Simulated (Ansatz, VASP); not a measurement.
# AlCu3 in VASP and in Ansatz

```xyz
4
Lattice="3.7132 0.0000 0.0000 0.0000 3.7132 0.0000 0.0000 0.0000 3.7132" Properties=species:S:1:pos:R:3 pbc="T T T"
Al    0.0000    0.0000    0.0000
Cu    1.8566    1.8566    0.0000
Cu    1.8566    0.0000    1.8566
Cu    0.0000    1.8566    1.8566
```

Alike in both runs: task single point; functional r2SCAN; k mesh 12 × 12 × 12; occupations gaussian, width 0.1 eV; no spin polarisation.

```csv
,VASP,Ansatz
version,VASP 6.6.1,Ansatz 0.2.0
potentials or method,"VASP PAW PBE potentials, release 64 (Al, Cu), cutoff 520 eV","scalar-relativistic, plane waves, PAW"
valence electrons in the cell,36,60
```

```tsv
	VASP	Ansatz	Ansatz less VASP
gap on the k mesh at the Fermi level (eV)	none	none	-
pressure (GPa)	-7.3	-7.7	-0.37
```

VASP's potentials were made for PBE, not for r2SCAN. A gap of «none» marks a metal or a gap that the smearing closes. VASP's potentials hold 36 valence electrons a cell and Ansatz's 60, so a difference there can come from the potentials and not from the codes.
